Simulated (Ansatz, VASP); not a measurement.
## One calculation of Be7Te, two programs

```
Be Te
1.0
     5.08334    0.00000    0.00000
     0.00000    5.08334    0.00000
     0.00000    0.00000    5.08334
Be Te
7 1
Direct
  0.35200 0.35200 0.35200
  0.00000 0.50000 0.50000
  0.50000 0.50000 0.00000
  0.50000 0.00000 0.50000
  0.64800 0.35200 0.64800
  0.64800 0.64800 0.35200
  0.35200 0.64800 0.64800
  0.00000 0.00000 0.00000
```

Change from the starting cell: species swapped into the Si7Ge type (P-43m, No. 215).

Alike in both runs: functional PBE; k mesh 4 × 4 × 4; occupations gaussian, width 0.2 eV; no spin polarisation.

Ansatz relaxed the structure, and its values are those at the end. VASP's run is a single point on that final structure, the one shown.

|  | VASP | Ansatz |
| --- | --- | --- |
| version | VASP 6.6.1 | Ansatz 0.2.0 |
| potentials or method | VASP PAW PBE potentials, release 64 (Be, Te), cutoff 600 eV | scalar-relativistic, plane waves, PAW |
| valence electrons in the cell | 20 | 30 |

|  | VASP | Ansatz | Ansatz less VASP |
| --- | --- | --- | --- |
| gap on the k mesh at the Fermi level (eV) | none | none | - |
| pressure (GPa) | 0.0 | -0.1 | -0.06 |
| rms of the force components (eV/Å) | 0.015 | 0.010 | -0.0048 |

A gap of «none» marks a metal or a gap that the smearing closes. The functional is the same, so the differences come from potentials, cutoffs and numerics. VASP's potentials hold 20 valence electrons a cell and Ansatz's 30, so a difference there can come from the potentials and not from the codes.

Spin-orbit coupling is off throughout.
